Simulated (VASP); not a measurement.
# Zr3TiC4 (Pm-3m) in VASP: notebook, part 2 of 2

VASP 6.6.1.

### 3 Single point, PBE

Input file INCAR:

```
  PREC = Accurate
  ENCUT = 520
  EDIFF = 1E-6
  ISMEAR = 0
  SIGMA = 0.1
  LREAL = False
  LASPH = True
  NELM = 80
  ALGO = Normal
  ISIF = 2
  LWAVE = False
  LCHARG = False
  GGA = PE
  NBANDS = 42
```

Input file KPOINTS:

```
Automatic mesh
0
Gamma
  8 8 8
```

Input file POSCAR:

```
Zr3TiC4
1.0
    4.6313394000      0.0000000000      0.0000000000
    0.0000000000      4.6313394000      0.0000000000
    0.0000000000      0.0000000000      4.6313394000
Zr Ti C
3 1 4
Direct
    0.5000000000      0.0000000000      0.5000000000
    0.0000000000      0.5000000000      0.5000000000
    0.5000000000      0.5000000000      0.0000000000
    0.0000000000      0.0000000000      0.0000000000
    0.5000000000      0.5000000000      0.5000000000
    0.0000000000      0.5000000000      0.0000000000
    0.5000000000      0.0000000000      0.0000000000
    0.0000000000      0.0000000000      0.5000000000
```

Potentials or basis: VASP PAW PBE potentials, release 64 (Zr_sv, Ti_sv, C).

Run with:

```sh
> cat potpaw_PBE.64/Zr_sv/POTCAR potpaw_PBE.64/Ti_sv/POTCAR potpaw_PBE.64/C/POTCAR > POTCAR
> mpirun -np 1 vasp_std > vasp.out
```

OUTCAR:

```text
PREC = Accurate
   ENCUT = 520
   EDIFF = 1E-6
   ISMEAR = 0
   LREAL = False
   LASPH = True
   NELM = 80
   ISIF = 2
   GGA = PE

 ion  position               nearest neighbor table
   1  0.500  0.000  0.500-   5 2.32   7 2.32   8 2.32   7 2.32   5 2.32   8 2.32   3 3.27   4 3.27
                             2 3.27   2 3.27   3 3.27   3 3.27   3 3.27   2 3.27   4 3.27   4 3.27
   2  0.000  0.500  0.500-   5 2.32   6 2.32   8 2.32   6 2.32   8 2.32   5 2.32   3 3.27   4 3.27
                             1 3.27   1 3.27   4 3.27   3 3.27   4 3.27   1 3.27   3 3.27   4 3.27
   3  0.500  0.500  0.000-   5 2.32   6 2.32   7 2.32   5 2.32   7 2.32   6 2.32   1 3.27   2 3.27
                             1 3.27   1 3.27   4 3.27   2 3.27   1 3.27   2 3.27   4 3.27   4 3.27
   4  0.000  0.000  0.000-   6 2.32   7 2.32   8 2.32   8 2.32   6 2.32   7 2.32   1 3.27   2 3.27
                             1 3.27   2 3.27   3 3.27   2 3.27   2 3.27   1 3.27   3 3.27   3 3.27
   5  0.500  0.500  0.500-   1 2.32   2 2.32   3 2.32   3 2.32   1 2.32   2 2.32
   6  0.000  0.500  0.000-   2 2.32   3 2.32   4 2.32   2 2.32   4 2.32   3 2.32
   7  0.500  0.000  0.000-   1 2.32   3 2.32   4 2.32   1 2.32   3 2.32   4 2.32
   8  0.000  0.000  0.500-   1 2.32   2 2.32   4 2.32   4 2.32   2 2.32   1 2.32

  LATTYP: Found a simple cubic cell.
 ALAT       =     4.6313394000

  Lattice vectors:

 A1 = (   4.6313394000,   0.0000000000,   0.0000000000)
 A2 = (   0.0000000000,   4.6313394000,   0.0000000000)
 A3 = (   0.0000000000,   0.0000000000,   4.6313394000)

Analysis of symmetry for initial positions (statically):
=====================================================================
 Subroutine PRICEL returns:
 Original cell was already a primitive cell.

 Routine SETGRP: Setting up the symmetry group for a
 simple cubic supercell.

 Subroutine GETGRP returns: Found 48 space group operations
 (whereof 48 operations were pure point group operations)
 out of a pool of 48 trial point group operations.

The static configuration has the point symmetry O_h .

Analysis of symmetry for dynamics (positions and initial velocities):
[... 151 lines left out ...]
   IVDW    =     0    specifies the selected vdW correction
   LEPSILON=     F    determine dielectric tensor
   LRPA    =     F    only Hartree local field effects (RPA)
 non-spin polarized calculation
 Gauss-broadening in eV      SIGMA  =   0.10
  energy-cutoff  :      520.00
  volume of cell :       99.34
 maximum number of plane-waves:      2721
 NGX is ok and might be reduce to    36
   NGX = 17   NGY = 17   NGZ = 17

 number of electron      64.0000004 magnetization

 Free energy of the ion-electron system (eV)
  ---------------------------------------------------
  ext. energy  EPLUGINS =         0.00000000
  ---------------------------------------------------
  free energy    TOTEN  =       -76.58343469 eV

  energy without entropy =      -76.57849542  energy(sigma->0) =      -76.58096505

 E-fermi :   9.4159     XC(G=0): -12.1909

 val. band max:        9.3948443225   @ k =   0.1250   0.0000   0.0000
 cond. band min:       9.6374964978   @ k =   0.1250   0.1250   0.0000
 fundamental gap:      0.2426521754
 Fermi energy:         9.4158894615

 k-point     1 :       0.0000    0.0000    0.0000
  band No.  band energies     occupation
      1     -47.6184      2.00000
      2     -38.5168      2.00000
      3     -38.3939      2.00000
      4     -38.3939      2.00000
      5     -23.8484      2.00000
      6     -23.8484      2.00000
[... 1069 lines left out ...]
     41      13.9859      0.00000
     42      14.0886      0.00000

 [... further k-points ...]

------------------------ aborting loop because EDIFF is reached ----------------------------------------

  FORCE on cell =-STRESS in cart. coord.  units (eV):
  Direction    XX          YY          ZZ          XY          YZ          ZX
  --------------------------------------------------------------------------------------
  -------------------------------------------------------------------------------------
  Total        0.1610865      0.1610865      0.1610865     -0.0000000     -0.0000000      0.0000000
  in kB        2.5980649      2.5980649      2.5980649     -0.0000000     -0.0000000      0.0000000
  external PRESSURE =       2.5980649 kB  Pullay stress =       0.0000000 kB

 VOLUME and BASIS-vectors are now :
 -----------------------------------------------------------------------------
  energy-cutoff  :      520.00
  volume of cell :       99.34
      direct lattice vectors                 reciprocal lattice vectors
     4.631339400  0.000000000  0.000000000     0.215920258  0.000000000  0.000000000
     0.000000000  4.631339400  0.000000000     0.000000000  0.215920258  0.000000000
     0.000000000  0.000000000  4.631339400     0.000000000  0.000000000  0.215920258

 POSITION                                       TOTAL-FORCE (eV/Angst)
 -----------------------------------------------------------------------------------
      2.31567      0.00000      2.31567         0.000000      0.000000      0.000000
      0.00000      2.31567      2.31567         0.000000      0.000000      0.000000
      2.31567      2.31567      0.00000         0.000000      0.000000      0.000000
      0.00000      0.00000      0.00000         0.000000      0.000000      0.000000
      2.31567      2.31567      2.31567         0.000000      0.000000      0.000000
      0.00000      2.31567      0.00000         0.000000      0.000000      0.000000
      2.31567      0.00000      0.00000         0.000000      0.000000      0.000000
      0.00000      0.00000      2.31567         0.000000      0.000000      0.000000
 -----------------------------------------------------------------------------------
    total drift:                                0.000000      0.000000      0.000000

  FREE ENERGIE OF THE ION-ELECTRON SYSTEM (eV)
  ---------------------------------------------------
  free  energy   TOTEN  =       -76.5834346851 eV

  energy  without entropy=      -76.5784954175  energy(sigma->0) =      -76.58096505
```

OSZICAR:

```text
N       E                     dE             d eps       ncg     rms          rms(c)
DAV:   1     0.701176115785E+03    0.70118E+03   -0.31882E+04  2940   0.161E+03
DAV:   2    -0.594315003747E+01   -0.70712E+03   -0.67288E+03  3162   0.476E+02
DAV:   3    -0.878934465042E+02   -0.81950E+02   -0.78492E+02  4568   0.142E+02
[... 10 lines left out ...]
DAV:  14    -0.765839138652E+02    0.26154E-02   -0.33853E-03  4348   0.326E-01    0.162E-01
DAV:  15    -0.765834297192E+02    0.48415E-03   -0.11834E-03  4652   0.213E-01    0.177E-02
DAV:  16    -0.765834427260E+02   -0.13007E-04   -0.62149E-05  3598   0.414E-02    0.214E-02
DAV:  17    -0.765834367870E+02    0.59390E-05   -0.51778E-05  4140   0.485E-02    0.106E-02
DAV:  18    -0.765834343774E+02    0.24096E-05   -0.69231E-06  3606   0.184E-02    0.217E-03
DAV:  19    -0.765834346851E+02   -0.30769E-06   -0.54421E-07  2104   0.394E-03
   1 F= -.76583435E+02 E0= -.76580965E+02  d E =-.493927E-02
```

stdout:

```text
POSCAR found type information on POSCAR ZrTiC
 POSCAR found :  3 types and       8 ions
 scaLAPACK will be used
 LDA part: xc-table for (Slater+PW92), standard interpolation
 POSCAR, INCAR and KPOINTS ok, starting setup
 FFT: planning ... GRIDC
 FFT: planning ... GRID_SOFT
 FFT: planning ... GRID
 WAVECAR not read
 entering main loop
```

Wall time 2 min (1 thread of Intel Xeon 6975P-C (Granite Rapids), shared host); peak memory 0.27 GiB.

Results:

* Free energy: -76.5834 eV
* Pressure: 0.3 GPa
* Band gap on the k mesh: zero (bands 32 and 33 overlap by 0.72 eV)

Levels at points of the mesh, in eV from the Fermi level:
```
           k point  band 29  band 30  band 31  band 32  band 33  band 34  band 35  band 36
(0.00, 0.00, 0.00)    -0.10     0.24     0.24     0.24     0.90     0.90     0.90     1.07
(0.50, 0.00, 0.00)    -0.62    -0.54    -0.38    -0.38    -0.33    -0.33     2.13     2.41
(0.50, 0.50, 0.00)    -2.22    -2.19    -2.05    -2.05     2.02     2.02     2.61     3.01
(0.50, 0.50, 0.50)    -2.96    -2.96    -2.54    -2.54     2.52     2.52     2.52     4.27
```
